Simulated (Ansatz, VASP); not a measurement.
## WC in VASP and in Ansatz

Contents of INCAR:

```
SYSTEM = WC
PREC = Accurate ; ENCUT = 520
EDIFF = 1E-6 ; ISMEAR = -1
SIGMA = 0.05 ; LREAL = .FALSE.
LASPH = .TRUE. ; NELM = 100
ALGO = Normal ; ISIF = 2
LWAVE = .FALSE. ; LCHARG = .TRUE.
GGA = PS ; LELF = .TRUE.
LVHAR = .TRUE. ; NBANDS = 16
```

The input KPOINTS:

```
Automatic mesh
0
G
  13 13 12
  0 0 0
```

File POSCAR:

```
WC
1.0
    2.9005014360      0.0290050144      0.0290050144
   -1.4251316387      2.4974054201      0.0106165721
    0.0282900000      0.0282900000      2.8290000000
W C
1 1
Direct
    0.0000000000      0.0000000000      0.0000000000
    0.6666666667      0.3333333333      0.5000000000
```

Input for Ansatz:

```yaml
crystal:
  lattice:
    - [2.900501436, 0.0290050144, 0.0290050144]
    - [-1.4251316387, 2.4974054201, 0.0106165721]
    - [0.02829, 0.02829, 2.829]
  atoms:
    - { symbol: W, position: [0.0, 0.0, 0.0] }
    - { symbol: C, position: [0.6666666667, 0.3333333333, 0.5] }
kpoints:
  mp_grid: { grid: [13, 13, 12] }
  band_path:
    path:
      - [0.0, 0.0, 0.0]
      - [0.0, -0.5, 0.0]
      - [0.0, 0.0, 0.5]
      - [0.0, 0.0, 0.0]
      - [-0.5, 0.0, 0.0]
      - [-0.5, 0.5, -0.5]
      - [0.0, 0.0, 0.0]
      - [-0.5, 0.0, -0.5]
      - [-0.5, 0.5, 0.0]
    npoints: 5
scf:
  occupations: { method: fermi_dirac, width: 0.05 }
hamiltonian:
  xc: pbesol
  pseudopotentials: { kind: all_electron, lapw: { basis_error: 0.001 } }
output:
  forces: true
  stress: true
  eigenvalues: true
```

Change from the starting cell: equal xy, yz and zx shear strains of +2 %.

Alike in both runs: task single point; functional PBEsol; k mesh 13 × 13 × 12; occupations fermi-dirac, width 0.05 eV; no spin polarisation.

|  | VASP | Ansatz |
| --- | --- | --- |
| version | VASP 6.6.1 | Ansatz 0.2.0 |
| potentials or method | VASP PAW PBE potentials, release 64 (W_sv, C), cutoff 520 eV | all-electron LAPW, scalar-relativistic |

Ansatz gave:

- pressure (GPa): -0.3
- traceless stress, the component that is largest in VASP (GPa): -6.23
- rms of the force components (eV/Å): 0.053

Task: Estimate VASP's values.

Result: Pressure (GPa): 0.9; traceless stress, the component that is largest in VASP (GPa): -6.28; rms of the force components (eV/Å): 0.055.

VASP's potentials were made for PBE, not for PBEsol. Atom by atom the forces differ by 0.002 eV/Å (rms over components). Ansatz ran all-electron here, and VASP with PAW potentials.

Neither program's run includes spin-orbit coupling.
